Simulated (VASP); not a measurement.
A run of VASP 6.6.1 is set up as follows.

File INCAR:

```
SYSTEM = TiO2
PREC     = Accurate       ! precision mode
ENCUT    = 520            ! plane-wave cutoff, eV
EDIFF    = 1E-7           ! SCF threshold, eV
ISMEAR   = -1             ! smearing method
SIGMA    = 0.05           ! smearing width, eV
LREAL    = .False.        ! projectors in reciprocal space
LASPH    = .True.         ! aspherical terms in the spheres
NELM     = 60             ! most SCF steps
ALGO     = Normal         ! electronic algorithm
ISIF     = 2              ! what is computed and relaxed
LWAVE    = .False.        ! write WAVECAR
LCHARG   = .False.        ! write CHGCAR
GGA      = B5             ! functional
ALDAX    = 1.0          
AGGAX    = 1.0          
AGGAC    = 1.0          
ALDAC    = 0.0          
IVDW     = 13             ! dispersion correction
VDW_S6   = 1.0          
VDW_S8   = 2.34076671   
VDW_A1   = 0.44488865   
VDW_A2   = 4.0933009    
NBANDS   = 60             ! bands
```

KPOINTS

```
regular mesh
0
Gamma
  8 8 4
  0 0 0
```

Contents of POSCAR:

```
TiO2
1.0
    6.1535771931     -1.8834685000      0.0000000000
    6.1535771931      1.8834685000      0.0000000000
   -1.9283261078      0.0000000000      6.3289668713
Ti O
4 8
Direct
    0.9000710000      0.9000710000      0.2896020000
    0.1952860000      0.1952860000      0.2837620000
    0.0999290000      0.0999290000      0.7103980000
    0.8047140000      0.8047140000      0.7162380000
    0.3619310000      0.3619310000      0.2933970000
    0.2634885000      0.2634885000      0.6525000000
    0.8671885000      0.8671885000      0.9952910000
    0.7365115000      0.7365115000      0.3475000000
    0.9416475000      0.9416475000      0.6300210000
    0.1328115000      0.1328115000      0.0047090000
    0.6380690000      0.6380690000      0.7066030000
    0.0583525000      0.0583525000      0.3699790000
```

Potentials or basis: VASP PAW PBE potentials, release 64 (Ti_sv, O).

Launch:

```bash
$ cat potpaw_PBE.64/Ti_sv/POTCAR potpaw_PBE.64/O/POTCAR > POTCAR
$ mpirun -np 1 vasp_std > vasp.out
```

Estimate the band gap on the k mesh.

2.71 eV (least direct gap 2.88 eV).

What does it give for the pressure?

-1.5 GPa.

Estimate the largest force.

0.200 eV/Å.

Predict the dispersion energy per atom.

-0.329 eV.

Forces in eV/Å, atoms in the order of the input:
```
Ti   0.098  0.000 -0.098
Ti  -0.155  0.000 -0.125
Ti  -0.098  0.000  0.098
Ti   0.155  0.000  0.125
O    0.026  0.000 -0.006
O    0.053  0.000  0.066
O   -0.041  0.000  0.038
O   -0.053  0.000 -0.066
O   -0.043  0.000  0.017
O    0.041  0.000 -0.038
O   -0.026  0.000  0.006
O    0.043  0.000 -0.017
```

Caveat: the PAW data sets were made with another functional, which shifts forces and pressure a little. A k mesh can miss the band edges.
